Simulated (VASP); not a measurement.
# Ir (P6_3/mmc) in VASP: notebook

Ir is run at these levels: LDA; tasks: relaxation of cell and atoms.

Everything below comes from runs of VASP 6.6.1. Logs are shortened: lines on timing, memory, paths and dates and some standing lists are left out, and cuts for length are marked.

### 1 The cell of the first run

The structure is hexagonal, space group P6_3/mmc (No. 194). The conventional cell has a = 2.751 Å, b = 2.751 Å, c = 4.462 Å, α = 90.00°, β = 90.00°, γ = 120.00°. Ir (site symmetry -6m2) has 12 Ir at 2.74 to 2.75 Å within 3.6 Å.

This isn't the form of Ir at room conditions, which is fcc.

### 2 Relaxation of cell and atoms, LDA

The input, INCAR:

```
SYSTEM = Ir
PREC = Accurate
ENCUT = 600
EDIFF = 1E-6
ISMEAR = 1
SIGMA = 0.05
LREAL = .FALSE.
LASPH = .TRUE.
NELM = 60
ALGO = Normal
ISIF = 3
LWAVE = .FALSE.
LCHARG = .FALSE.
GGA = CA
IBRION = 2
NSW = 80
EDIFFG = -0.02
```

The input, KPOINTS:

```
Automatic mesh
0
G
  10 10 6
  0 0 0
```

The input, POSCAR:

```
Ir
1.0
    2.7513778900      0.0000000000      0.0000000000
   -1.3756889500      2.3827631500      0.0000000000
    0.0000000000      0.0000000000      4.4622900000
Ir
2
Direct
    0.6666666700      0.3333333300      0.7500000000
    0.3333333300      0.6666666700      0.2500000000
```

Potentials or basis: VASP PAW LDA potentials, release 64 (Ir).

On the command line:

```bash
> cat potpaw_LDA.64/Ir/POTCAR > POTCAR
> mpirun -np 1 vasp_std > vasp.out
```

OUTCAR:

```text
SYSTEM = Ir
   PREC = Accurate
   ENCUT = 600
   EDIFF = 1E-6
   ISMEAR = 1
   LREAL = .FALSE.
   LASPH = .TRUE.
   NELM = 60
   ISIF = 3
   GGA = CA
   IBRION = 2
   NSW = 80
   EDIFFG = -0.02

 ion  position               nearest neighbor table
   1  0.667  0.333  0.750-   2 2.74   2 2.74   2 2.74   2 2.74   2 2.74   2 2.74
   2  0.333  0.667  0.250-   1 2.74   1 2.74   1 2.74   1 2.74   1 2.74   1 2.74

  LATTYP: Found a hexagonal cell.
 ALAT       =     2.7513778900
 C/A-ratio  =     1.6218382855

  Lattice vectors:

 A1 = (   2.7513778900,   0.0000000000,   0.0000000000)
 A2 = (  -1.3756889500,   2.3827631500,   0.0000000000)
 A3 = (   0.0000000000,   0.0000000000,   4.4622900000)

Analysis of symmetry for initial positions (statically):
=====================================================================
 Subroutine PRICEL returns:
 Original cell was already a primitive cell.

 Routine SETGRP: Setting up the symmetry group for a
 hexagonal supercell.

 Subroutine GETGRP returns: Found 24 space group operations
 (whereof 12 operations were pure point group operations)
 out of a pool of 24 trial point group operations.

The static configuration has the point symmetry D_3d.
 The point group associated with its full space group is D_6h.

Analysis of symmetry for dynamics (positions and initial velocities):
=====================================================================
 Subroutine PRICEL returns:
 Original cell was already a primitive cell.

 Routine SETGRP: Setting up the symmetry group for a
 hexagonal supercell.

 Subroutine GETGRP returns: Found 24 space group operations
 (whereof 12 operations were pure point group operations)
 out of a pool of 24 trial point group operations.

The dynamic configuration has the point symmetry D_3d.
 The point group associated with its full space group is D_6h.

 Subroutine INISYM returns: Found 24 space group operations
 (whereof 12 operations are pure point group operations),
 and found     1 'primitive' translations

----------------------------------------------------------------------------------------

                                     Primitive cell

  volume of cell :      29.2542

  direct lattice vectors                    reciprocal lattice vectors
     2.751377890  0.000000000  0.000000000     0.363454255  0.209840412  0.000000000
    -1.375688950  2.382763150  0.000000000     0.000000000  0.419680823  0.000000000
     0.000000000  0.000000000  4.462290000     0.000000000  0.000000000  0.224100182

  length of vectors
     2.751377890  2.751377894  4.462290000     0.419680824  0.419680823  0.224100182

  position of ions in fractional coordinates (direct lattice)
     0.666666670  0.333333330  0.750000000
     0.333333330  0.666666670  0.250000000

  ion indices of the primitive-cell ions
   primitive index   ion index
                 1           1
                 2           2

----------------------------------------------------------------------------------------

 KPOINTS: Automatic mesh

Automatic generation of k-mesh.
 Grid dimensions read from file:
 generate k-points for:   10   10    6

 Generating k-lattice:

  Cartesian coordinates                     Fractional coordinates (reciprocal lattice)
     0.036345425  0.020984041  0.000000000     0.100000000  0.000000000  0.000000000
     0.000000000  0.041968082  0.000000000     0.000000000  0.100000000  0.000000000
     0.000000000  0.000000000  0.037350030     0.000000000  0.000000000  0.166666667

  Length of vectors
     0.041968082  0.041968082  0.037350030

  Shift w.r.t. Gamma in fractional coordinates (k-lattice)
     0.000000000  0.000000000  0.000000000

 Subroutine IBZKPT returns following result:
 ===========================================

 Found     56 irreducible k-points:

 Following reciprocal coordinates:
            Coordinates               Weight
  0.000000  0.000000  0.000000      1.000000
  0.100000 -0.000000  0.000000      6.000000
  0.200000 -0.000000  0.000000      6.000000
  0.300000 -0.000000  0.000000      6.000000
  0.400000 -0.000000  0.000000      6.000000
  0.500000 -0.000000  0.000000      3.000000
[... 16 lines left out ...]
  0.300000  0.100000  0.166667     24.000000
  0.400000  0.100000  0.166667     24.000000
 [... further k-points ...]
   k-points           NKPTS =     56   k-points in BZ     NKDIM =     56   number of bands    NBANDS=     13
   number of dos      NEDOS =    301   number of ions     NIONS =      2
   total plane-waves  NPLWV =  20736
   dimension x,y,z NGX =    24 NGY =   24 NGZ =   36
   dimension x,y,z NGXF=    48 NGYF=   48 NGZF=   72
   ions per type =               2
   NGX,Y,Z   is equivalent  to a cutoff of  14.50, 14.50, 13.41 a.u.
   NGXF,Y,Z  is equivalent  to a cutoff of  29.00, 29.00, 26.82 a.u.
 SYSTEM =  Ir
   PREC   = accura    normal or accurate (medium, high low for compatibility)
   ISTART =      0    job   : 0-new  1-cont  2-samecut
   ICHARG =      2    charge: 1-file 2-atom 10-const
   ISPIN  =      1    spin polarized calculation?
   LNONCOLLINEAR =      F non collinear calculations
   LSORBIT =      F    spin-orbit coupling
   LASPH  =      T    aspherical Exc in radial PAW
   ENCUT  =  600.0 eV  44.10 Ry    6.64 a.u.   5.50  5.50  8.91*2*pi/ulx,y,z
   NELM   =     60;   NELMIN=  2; NELMDL= -5     # of ELM steps
   EDIFF  = 0.1E-05   stopping-criterion for ELM
   LREAL  =      F    real-space projection
   EDIFFG = -.2E-01   stopping-criterion for IOM
   NSW    =     80    number of steps for IOM
   IBRION =      2    ionic relax: 0-MD 1-quasi-New 2-CG
   NFREE  =      1    steps in history (QN), initial steepest desc. (CG)
   ISIF   =      3    stress and relaxation
   ISYM   =      2    0-nonsym 1-usesym 2-fastsym
   POTIM  = 0.5000    time-step for ionic-motion
   TEBEG  =    0.0;   TEEND  =   0.0 temperature during run
   PSTRESS=    0.0 pullay stress
   NELECT =      18.0000    total number of electrons
   NUPDOWN=      -1.0000    fix difference up-down
   EMIN   =  10.00;   EMAX   =-10.00  energy-range for DOS
   EFERMI =   0.00;   METHOD = LEGACY
   ISMEAR =     1;   SIGMA  =   0.05  broadening in eV -4-tet -1-fermi 0-gaus
   EFERMI_NEDOS =   21; number of points for ismear=-14 and -15
   IALGO  =     38    algorithm
   IMIX   =      4    mixing-type and parameters
     AMIX     =   0.40;   BMIX     =  1.00
     AMIX_MAG =   1.60;   BMIX_MAG =  1.00
  volume/ion in A,a.u.               =      14.63        98.71
  Fermi-wavevector in a.u.,A,eV,Ry     =   1.392417  2.631287 26.379323  1.938826
  Thomas-Fermi vector in A             =   2.516162
   LORBIT       =      0    0 simple, 1 ext, 2 COOP (PROOUT), +10 PAW based schemes
   GGA     = CA    functional components
   LHFCALC =     F    Hartree Fock is set to
   AEXX    =    0.0000 exact exchange contribution
   IVDW    =     0    specifies the selected vdW correction
   LEPSILON=     F    determine dielectric tensor
   LRPA    =     F    only Hartree local field effects (RPA)
 conjugate gradient relaxation of ions
 non-spin polarized calculation
 Methfessel and Paxton  Order N= 1 SIGMA  =   0.05
  energy-cutoff  :      600.00
  volume of cell :       29.25
 maximum number of plane-waves:      1002
 NGX is ok and might be reduce to    24
   NGX = 11   NGY = 11   NGZ = 17

--------------------------------------- Ionic step        1  -------------------------------------------

 number of electron      17.9999998 magnetization

 Free energy of the ion-electron system (eV)
  ---------------------------------------------------
  ext. energy  EPLUGINS =         0.00000000
  ---------------------------------------------------
  free energy    TOTEN  =       -20.42251136 eV

  energy without entropy =      -20.42148972  energy(sigma->0) =      -20.42217082

 E-fermi :   9.8980     XC(G=0): -13.9456

 val. band max:        9.8681851823   @ k =   0.3000   0.3000   0.3333
 cond. band min:       9.8992535688   @ k =   0.4000  -0.0000   0.1667
 fundamental gap:      0.0310683866
 Fermi energy:         9.8979665341

 k-point     1 :       0.0000    0.0000    0.0000
  band No.  band energies     occupation
      1      -1.0214      2.00000
      2       1.9873      2.00000
      3       6.0734      2.00000
      4       6.1625      2.00000
      5       6.1625      2.00000
      6       6.7882      2.00000
      7       6.7882      2.00000
      8       7.5770      2.00000
      9       7.5770      2.00000
     10       9.1599      2.00000
     11      10.1167     -0.00000
     12      10.1167     -0.00000
     13      16.6299      0.00000
[... 354 lines left out ...]
  band No.  band energies     occupation
      1       2.4954      2.00000
      2       3.0219      2.00000
      3       4.0166      2.00000
      4       4.8970      2.00000
      5       5.8899      2.00000
      6       7.1147      2.00000
      7       7.5604      2.00000
      8       9.9117      0.55272
      9      10.2299     -0.00000
     10      10.6153     -0.00000
     11      12.2082      0.00000
     12      14.8888      0.00000
     13      17.2513      0.00000

 [... further k-points ...]

------------------------ aborting loop because EDIFF is reached ----------------------------------------

  FORCE on cell =-STRESS in cart. coord.  units (eV):
  Direction    XX          YY          ZZ          XY          YZ          ZX
  --------------------------------------------------------------------------------------
  -------------------------------------------------------------------------------------
  Total       -3.0561091     -3.0561091     -2.5165941      0.0000000      0.0000000      0.0000000
  in kB     -167.3749740   -167.3749742   -137.8271748      0.0000004      0.0000000      0.0000000
  external PRESSURE =    -157.5257077 kB  Pullay stress =       0.0000000 kB
[... 167 lines left out ...]
--------------------------------------- Ionic step        6  -------------------------------------------

 number of electron      18.0000000 magnetization

 Free energy of the ion-electron system (eV)
  ---------------------------------------------------
  ext. energy  EPLUGINS =         0.00000000
  ---------------------------------------------------
  free energy    TOTEN  =       -20.48996022 eV

  energy without entropy =      -20.48822591  energy(sigma->0) =      -20.48938212

 E-fermi :  10.6914     XC(G=0): -14.2014

 val. band max:       10.6767212225   @ k =   0.3000   0.1000   0.1667
 cond. band min:      10.6944106955   @ k =   0.4000   0.1000   0.1667
 fundamental gap:      0.0176894730
 Fermi energy:        10.6914236059

 k-point     1 :       0.0000    0.0000    0.0000
  band No.  band energies     occupation
      1      -0.7200      2.00000
      2       2.2644      2.00000
      3       6.4657      2.00000
      4       6.6789      2.00000
      5       6.6789      2.00000
      6       7.3238      2.00000
      7       7.3238      2.00000
      8       8.3131      2.00000
      9       8.3131      2.00000
     10       9.7026      2.00000
     11      10.9334     -0.00000
     12      10.9334     -0.00000
     13      17.6643      0.00000
[... 354 lines left out ...]
  band No.  band energies     occupation
      1       2.8304      2.00000
      2       3.3200      2.00000
      3       4.3936      2.00000
      4       5.3554      2.00000
      5       6.4480      2.00000
      6       7.6895      2.00000
      7       8.1789      2.00000
      8      10.6944      0.89908
      9      11.0172     -0.00000
     10      11.4936     -0.00000
     11      13.2053      0.00000
     12      15.9735      0.00000
     13      18.3744      0.00000

 [... further k-points ...]

------------------------ aborting loop because EDIFF is reached ----------------------------------------

  FORCE on cell =-STRESS in cart. coord.  units (eV):
  Direction    XX          YY          ZZ          XY          YZ          ZX
  --------------------------------------------------------------------------------------
  -------------------------------------------------------------------------------------
  Total        0.0116995      0.0116995      0.0202283     -0.0000000     -0.0000000      0.0000000
  in kB        0.6698582      0.6698582      1.1581766     -0.0000000     -0.0000000      0.0000000
  external PRESSURE =       0.8326310 kB  Pullay stress =       0.0000000 kB
[... 17 lines left out ...]
  FREE ENERGIE OF THE ION-ELECTRON SYSTEM (eV)
  ---------------------------------------------------
  free  energy   TOTEN  =       -20.4899602250 eV

  energy  without entropy=      -20.4882259116  energy(sigma->0) =      -20.48938212

 reached required accuracy - stopping structural energy minimisation
```

Wall time 1.7 min (1 thread of Intel Xeon 8259CL, shared host); peak memory 0.16 GiB.

Results:

* Free energy: -20.4900 eV
* Relaxed volume: 13.99 Å³/atom
* Relaxed cell: a = 2.700 Å, b = 2.700 Å, c = 4.433 Å, α = 90.00°, β = 90.00°, γ = 120.00°
* Space group after relaxing (to 0.1 Å): P6_3/mmc (No. 194)
* Pressure after relaxing: 0.1 GPa
* Band gap on the k mesh: zero (bands 9 and 10 overlap by 3.31 eV)

Final structure:
```yaml
crystal:
  lattice:
    - [2.69977, 0.00000, 0.00000]
    - [-1.34988, 2.33807, 0.00000]
    - [0.00000, 0.00000, 4.43316]
  atoms:
    - { symbol: Ir, position: [0.66667, 0.33333, 0.75000] }
    - { symbol: Ir, position: [0.33333, 0.66667, 0.25000] }
```

Caveat: spin-orbit coupling is left out, which moves the levels of the heavy elements.

(Continued in part 2 of 2.)
